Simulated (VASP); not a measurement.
# BeAl3 (I4/mmm) in VASP: a series of runs

BeAl3 is run at these levels: PBE; tasks: single point.

All numbers are computed with VASP 6.6.1; they aren't measurements. Logs are shortened: lines on timing, memory, paths and dates and some standing lists are left out, and cuts for length are marked.

### 1 The cell of the first run

It takes space group I4/mmm (No. 139, tetragonal). The conventional cell has a = 3.885 Å, b = 3.885 Å, c = 7.756 Å, α = 90.00°, β = 90.00°, γ = 90.00°. Al (site symmetry 4/mmm) has 8 Al at 2.74 Å and 4 Be at 2.75 Å within 3.6 Å. Within 3.6 Å of Al (site symmetry -4m2) lie 8 Al at 2.74 to 2.75 Å and 4 Be at 2.74 Å. Be (site symmetry 4/mmm) has 12 Al at 2.74 to 2.75 Å within 3.6 Å.

### 2 Single point, PBE

INCAR reads:

```
ALGO     = Normal         # electronic algorithm
EDIFF    = 1E-7           # SCF threshold, eV
ENCUT    = 520            # plane-wave cutoff, eV
GGA      = PE             # functional
ISIF     = 2              # what is computed and relaxed
ISMEAR   = -1             # smearing method
LASPH    = T              # aspherical terms in the spheres
LCHARG   = F              # write CHGCAR
LREAL    = F              # projectors in reciprocal space
LWAVE    = F              # write WAVECAR
NBANDS   = 14             # bands
NELM     = 60             # most SCF steps
PREC     = Accurate       # precision mode
SIGMA    = 0.05           # smearing width, eV
```

KPOINTS reads:

```
k-points
0
Gamma
  10 10 10
```

POSCAR reads:

```
BeAl3
1.0
   -1.9427261615      1.9427261615      3.8779124090
    1.9427261615     -1.9427261615      3.8779124090
    1.9427261615      1.9427261615     -3.8779124090
Al Be
3 1
Direct
    0.5000000000      0.5000000000      0.0000000000
    0.2500000000      0.7500000000      0.5000000000
    0.7500000000      0.2500000000      0.5000000000
    0.0000000000      0.0000000000      0.0000000000
```

Potentials or basis: VASP PAW PBE potentials, release 64 (Al, Be).

Run with:

```console
$ cat potpaw_PBE.64/Al/POTCAR potpaw_PBE.64/Be/POTCAR > POTCAR
$ mpirun -np 1 vasp_std > vasp.out
```

OUTCAR:

```text
EDIFF = 1E-7
   ENCUT = 520
   GGA = PE
   ISIF = 2
   ISMEAR = -1
   LASPH = T
   LREAL = F
   NELM = 60
   PREC = Accurate

 ion  position               nearest neighbor table
   1  0.500  0.500  0.000-   2 2.74   3 2.74   2 2.74   3 2.74   2 2.74   3 2.74   2 2.74   3 2.74
                             4 2.75   4 2.75   4 2.75   4 2.75
   2  0.250  0.750  0.500-   4 2.74   1 2.74   1 2.74   4 2.74   1 2.74   4 2.74   4 2.74   1 2.74
                             3 2.75   3 2.75   3 2.75   3 2.75
   3  0.750  0.250  0.500-   1 2.74   4 2.74   1 2.74   4 2.74   1 2.74   4 2.74   1 2.74   4 2.74
                             2 2.75   2 2.75   2 2.75   2 2.75
   4  0.000  0.000  0.000-   3 2.74   2 2.74   2 2.74   3 2.74   2 2.74   3 2.74   3 2.74   2 2.74
                             1 2.75   1 2.75   1 2.75   1 2.75

  LATTYP: Found a body centered tetragonal cell.
 ALAT       =     3.8854523230
 C/A-ratio  =     1.9961189003

  Lattice vectors:

 A1 = (  -1.9427261615,   1.9427261615,   3.8779124090)
 A2 = (   1.9427261615,  -1.9427261615,   3.8779124090)
 A3 = (   1.9427261615,   1.9427261615,  -3.8779124090)

Analysis of symmetry for initial positions (statically):
=====================================================================
 Subroutine PRICEL returns:
 Original cell was already a primitive cell.

 Routine SETGRP: Setting up the symmetry group for a
 body centered tetragonal supercell.

 Subroutine GETGRP returns: Found 16 space group operations
 (whereof 16 operations were pure point group operations)
 out of a pool of 16 trial point group operations.

The static configuration has the point symmetry D_4h.

Analysis of symmetry for dynamics (positions and initial velocities):
=====================================================================
 Subroutine PRICEL returns:
 Original cell was already a primitive cell.

 Routine SETGRP: Setting up the symmetry group for a
 body centered tetragonal supercell.

 Subroutine GETGRP returns: Found 16 space group operations
 (whereof 16 operations were pure point group operations)
 out of a pool of 16 trial point group operations.

The dynamic configuration has the point symmetry D_4h.

 Subroutine INISYM returns: Found 16 space group operations
 (whereof 16 operations are pure point group operations),
 and found     1 'primitive' translations

[... 104 lines left out ...]
   ISIF   =      2    stress and relaxation
   ISYM   =      2    0-nonsym 1-usesym 2-fastsym
   POTIM  = 0.5000    time-step for ionic-motion
   TEBEG  =    0.0;   TEEND  =   0.0 temperature during run
   PSTRESS=    0.0 pullay stress
   NELECT =      11.0000    total number of electrons
   NUPDOWN=      -1.0000    fix difference up-down
   EMIN   =  10.00;   EMAX   =-10.00  energy-range for DOS
   EFERMI =   0.00;   METHOD = LEGACY
   ISMEAR =    -1;   SIGMA  =   0.05  broadening in eV -4-tet -1-fermi 0-gaus
   EFERMI_NEDOS =   21; number of points for ismear=-14 and -15
   IALGO  =     38    algorithm
   IMIX   =      4    mixing-type and parameters
     AMIX     =   0.40;   BMIX     =  1.00
     AMIX_MAG =   1.60;   BMIX_MAG =  1.00
  volume/ion in A,a.u.               =      14.64        98.77
  Fermi-wavevector in a.u.,A,eV,Ry     =   0.937660  1.771920 11.962325  0.879206
  Thomas-Fermi vector in A             =   2.064793
   LORBIT       =      0    0 simple, 1 ext, 2 COOP (PROOUT), +10 PAW based schemes
   GGA     = PE    functional components
   LHFCALC =     F    Hartree Fock is set to
   AEXX    =    0.0000 exact exchange contribution
   IVDW    =     0    specifies the selected vdW correction
   LEPSILON=     F    determine dielectric tensor
   LRPA    =     F    only Hartree local field effects (RPA)
 non-spin polarized calculation
  energy-cutoff  :      520.00
  volume of cell :       58.54
 maximum number of plane-waves:      1592
   NGX = 17   NGY = 17   NGZ = 17

 number of electron      11.0000000 magnetization

 Free energy of the ion-electron system (eV)
  ---------------------------------------------------
  ext. energy  EPLUGINS =         0.00000000
  ---------------------------------------------------
  free energy    TOTEN  =       -14.38380129 eV

  energy without entropy =      -14.37413548  energy(sigma->0) =      -14.37896839

 E-fermi :   7.6175     XC(G=0): -10.1951

 val. band max:        7.5894251420   @ k =  -0.1000   0.1000   0.1000
 cond. band min:       7.6201813340   @ k =  -0.2000   0.2000   0.1000
 fundamental gap:      0.0307561920
 Fermi energy:         7.6174608812

 k-point     1 :       0.0000    0.0000    0.0000
  band No.  band energies     occupation
      1      -3.4229      2.00000
      2       5.0115      2.00000
      3       6.9928      1.99999
      4       7.2248      1.99922
      5       7.2248      1.99922
      6       7.2907      1.99710
      7       7.2907      1.99710
      8       7.9583      0.00219
      9       8.8299      0.00000
     10       9.9216      0.00000
     11      10.4766      0.00000
     12      13.8799      0.00000
     13      13.8799      0.00000
     14      14.1373      0.00000
[... 377 lines left out ...]
      1       0.0097      2.00000
      2       1.0297      2.00000
      3       2.6696      2.00000
      4       3.0763      2.00000
      5       5.6721      2.00000
      6       7.4173      1.96416
      7       8.3562      0.00000
      8       9.1757      0.00000
      9      12.8802      0.00000
     10      13.9666      0.00000
     11      14.4759      0.00000
     12      15.4684      0.00000
     13      15.8124      0.00000
     14      16.3402      0.00000

 [... further k-points ...]
[... 5 lines left out ...]
  --------------------------------------------------------------------------------------
  -------------------------------------------------------------------------------------
  Total       -0.0020138     -0.0020138     -0.0057966      0.0000000      0.0000000     -0.0000000
  in kB       -0.0551120     -0.0551120     -0.1586359      0.0000000      0.0000000     -0.0000000
  external PRESSURE =      -0.0896200 kB  Pullay stress =       0.0000000 kB

 VOLUME and BASIS-vectors are now :
 -----------------------------------------------------------------------------
  energy-cutoff  :      520.00
  volume of cell :       58.54
      direct lattice vectors                 reciprocal lattice vectors
    -1.942726161  1.942726161  3.877912409     0.000000000  0.257370292  0.128935352
     1.942726161 -1.942726161  3.877912409     0.257370292  0.000000000  0.128935352
     1.942726161  1.942726161 -3.877912409     0.257370292  0.257370292  0.000000000

 POSITION                                       TOTAL-FORCE (eV/Angst)
 -----------------------------------------------------------------------------------
      0.00000      0.00000      3.87791        -0.000000      0.000000     -0.000000
      1.94273     -0.00000      1.93896        -0.000000      0.000000      0.000000
     -0.00000      1.94273      1.93896         0.000000     -0.000000     -0.000000
      0.00000      0.00000      0.00000        -0.000000      0.000000     -0.000000
 -----------------------------------------------------------------------------------
    total drift:                               -0.000000     -0.000000     -0.000000

  FREE ENERGIE OF THE ION-ELECTRON SYSTEM (eV)
  ---------------------------------------------------
  free  energy   TOTEN  =       -14.3838012918 eV

  energy  without entropy=      -14.3741354823  energy(sigma->0) =      -14.37896839
```

OSZICAR:

```text
N       E                     dE             d eps       ncg     rms          rms(c)
DAV:   1     0.497433155397E+01    0.49743E+01   -0.40206E+03  2856   0.605E+02
DAV:   2    -0.138484767014E+02   -0.18823E+02   -0.17705E+02  3702   0.867E+01
DAV:   3    -0.144774693355E+02   -0.62899E+00   -0.62605E+00  3778   0.138E+01
DAV:   4    -0.144835626000E+02   -0.60933E-02   -0.60927E-02  3382   0.173E+00
DAV:   5    -0.144837053038E+02   -0.14270E-03   -0.14270E-03  3788   0.276E-01    0.254E+00
DAV:   6    -0.144149178997E+02    0.68787E-01   -0.52723E-02  3492   0.919E-01    0.145E+00
DAV:   7    -0.143860160573E+02    0.28902E-01   -0.30757E-02  3656   0.764E-01    0.285E-01
DAV:   8    -0.143838407605E+02    0.21753E-02   -0.26652E-03  3430   0.248E-01    0.686E-02
DAV:   9    -0.143838006659E+02    0.40095E-04   -0.15709E-04  3630   0.688E-02    0.468E-02
DAV:  10    -0.143838008130E+02   -0.14718E-06   -0.54953E-06  3546   0.129E-02    0.268E-02
DAV:  11    -0.143838012586E+02   -0.44560E-06   -0.71654E-07  3630   0.414E-03    0.688E-03
DAV:  12    -0.143838012918E+02   -0.33179E-07   -0.16744E-07  2836   0.202E-03
   1 F= -.14383801E+02 E0= -.14378968E+02  d E =-.966581E-02
```

It took 35 s on 1 thread of Intel Xeon 6975P-C (Granite Rapids), shared host; peak memory 0.23 GiB.

What came out:

* Free energy: -14.3838 eV
* Pressure: 0.0 GPa

### 3 Single point, PBE

INCAR reads:

```
  PREC = Accurate
  ENCUT = 520
  EDIFF = 1E-6
  ISMEAR = -1
  SIGMA = 0.05
  LREAL = False
  LASPH = True
  NELM = 100
  ALGO = Normal
  ISIF = 2
  LWAVE = False
  LCHARG = False
  GGA = PE
  NBANDS = 14
```

KPOINTS reads:

```
Automatic mesh
0
Gamma
  10 10 10
```

POSCAR reads:

```
BeAl3
1.0
   -1.9428739300      1.9428739300      3.8781611330
    1.9428739300     -1.9428739300      3.8781611330
    1.9428739300      1.9428739300     -3.8781611330
Al Be
3 1
Direct
    0.5000000000      0.5000000000      0.0000000000
    0.2500000000      0.7500000000      0.5000000000
    0.7500000000      0.2500000000      0.5000000000
    0.0000000000      0.0000000000      0.0000000000
```

Potentials or basis: VASP PAW PBE potentials, release 64 (Al, Be).

Run with:

```console
$ cat potpaw_PBE.64/Al/POTCAR potpaw_PBE.64/Be/POTCAR > POTCAR
$ mpirun -np 1 vasp_std > vasp.out
```

Wall time 28 s (1 thread of Intel Xeon 6975P-C (Granite Rapids), shared host); peak memory 0.23 GiB.

It converged, with:

* Free energy: -14.3838 eV
* Pressure: 0.0 GPa

Levels at points of the mesh, in eV from the Fermi level:
```
           k point  band 1  band 2  band 3  band 4  band 5  band 6  band 7  band 8  band 9  band 10
(0.00, 0.00, 0.00)  -11.04   -2.61   -0.62   -0.39   -0.39   -0.33   -0.33    0.34    1.21     2.30
(0.50, 0.00, 0.00)   -8.37   -7.82   -3.56   -3.38    0.07    0.33    1.77    2.57    4.21     5.28
(0.50, 0.50, 0.00)   -6.48   -6.31   -4.58   -4.26   -3.92   -3.12    1.59    2.28    3.53     4.20
(0.50, 0.50, 0.50)   -9.02   -8.29   -2.62   -2.62   -0.66   -0.66    5.72    6.12    6.12     6.43
```
